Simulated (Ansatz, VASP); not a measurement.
# Si7PdC8 in VASP and in Ansatz

Contents of INCAR:

```
PREC = Accurate
ENCUT = 520
EDIFF = 1E-6
ISMEAR = 0
SIGMA = 0.05
LREAL = Auto
LASPH = True
NELM = 150
ALGO = Normal
ISIF = 2
LWAVE = False
LCHARG = False
ISPIN = 2
MAGMOM = 0 0 0 0 0 0 0 0 0 0 0 0 0 0 0 0
LORBIT = 11
LMAXMIX = 4
GGA = PS
NBANDS = 53
```

The input KPOINTS:

```
regular mesh
0
Gamma
  3 3 3
```

POSCAR

```
Si7PdC8
1.0
    0.0000000000      4.3580000000      4.3580000000
    4.3580000000      0.0000000000      4.3580000000
    4.3580000000      4.3580000000      0.0000000000
Pd Si C
1 7 8
Direct
    0.9985120068      0.0014817106      0.0001348684
    0.9959776440      0.9993993439      0.5023713880
    0.9960239966      0.5039575895      0.9977614746
    0.9960195893      0.5039464916      0.5023744001
    0.5006153515      0.9994179348      0.9977393167
    0.5005922752      0.9994411165      0.5022896129
    0.5006409381      0.5039571230      0.9977444199
    0.4982886190      0.5017127018      0.5000509255
    0.1331292654      0.1365160330      0.1348897383
    0.1330554484      0.1364773051      0.5957024134
    0.1331867839      0.5970788001      0.1349118402
    0.1239869420      0.6264598039      0.6248269315
    0.5940531588      0.1364707605      0.1347536752
    0.6230374944      0.1274138327      0.6248083382
    0.6230746445      0.6264712122      0.1257393475
    0.6230697129      0.6264859288      0.6248020359
```

Input for Ansatz:

```yaml
crystal:
  lattice:
    - [0.0, 4.358, 4.358]
    - [4.358, 0.0, 4.358]
    - [4.358, 4.358, 0.0]
  atoms:
    - { symbol: Pd, position: [0.9985120068, 0.0014817106, 0.0001348684], spin: 2.0 }
    - { symbol: Si, position: [0.995977644, 0.9993993439, 0.502371388] }
    - { symbol: Si, position: [0.9960239966, 0.5039575895, 0.9977614746] }
    - { symbol: Si, position: [0.9960195893, 0.5039464916, 0.5023744001] }
    - { symbol: Si, position: [0.5006153515, 0.9994179348, 0.9977393167] }
    - { symbol: Si, position: [0.5005922752, 0.9994411165, 0.5022896129] }
    - { symbol: Si, position: [0.5006409381, 0.503957123, 0.9977444199] }
    - { symbol: Si, position: [0.498288619, 0.5017127018, 0.5000509255] }
    - { symbol: C, position: [0.1331292654, 0.136516033, 0.1348897383] }
    - { symbol: C, position: [0.1330554484, 0.1364773051, 0.5957024134] }
    - { symbol: C, position: [0.1331867839, 0.5970788001, 0.1349118402] }
    - { symbol: C, position: [0.123986942, 0.6264598039, 0.6248269315] }
    - { symbol: C, position: [0.5940531588, 0.1364707605, 0.1347536752] }
    - { symbol: C, position: [0.6230374944, 0.1274138327, 0.6248083382] }
    - { symbol: C, position: [0.6230746445, 0.6264712122, 0.1257393475] }
    - { symbol: C, position: [0.6230697129, 0.6264859288, 0.6248020359] }
basis:
  ecutwfc: 420
  ecutrho_ratio: 4
kpoints:
  mp_grid: { grid: [3, 3, 3] }
hamiltonian:
  xc: pbesol
scf:
  occupations: { method: gaussian, width: 0.05 }
  lower_state_search: "off"
  max_iter: 150
output:
  forces: true
  stress: true
  eigenvalues: true
  populations: true
  hubbard: { sites: [{ site: 0, l: d }] }
magnetization:
  spin_polarized: true
  initial_magnetization: 2.0
  spin_locking: { lock_magnetization: soft, n_iters: 6 }
```

Alike in both runs: task single point; functional PBEsol; k mesh 3 × 3 × 3; occupations gaussian, width 0.05 eV; collinear spin.

```csv
,VASP,Ansatz
version,VASP 6.6.1,Ansatz 0.2.0
potentials or method,"VASP PAW PBE potentials, release 64 (Pd, Si, C), cutoff 520 eV","scalar-relativistic, plane waves, PAW"
valence electrons in the cell,70,78
```

Ansatz gave:

| Property | Result |
| --- | --- |
| gap on the k mesh at the Fermi level (eV) | none |
| pressure (GPa) | 7.3 |
| rms of the force components (eV/Å) | 0.059 |
| net moment per atom (μB) | 0.00 |

Problem. What did VASP give for the same quantities?

Solution. gap on the k mesh at the Fermi level (eV): none; pressure (GPa): 7.6; rms of the force components (eV/Å): 0.058; net moment per atom (μB): 0.00.

VASP's potentials were made for PBE, not for PBEsol. Atom by atom the forces differ by 0.005 eV/Å (rms over components). A gap of «none» marks a metal or a gap that the smearing closes. VASP's potentials hold 70 valence electrons a cell and Ansatz's 78, so a difference there can come from the potentials and not from the codes. Ansatz's warnings: filled band counts differ across k points, seeded moment not kept, stress scf threshold loose.

The k mesh is coarse, so the values compare programs but aren't converged.
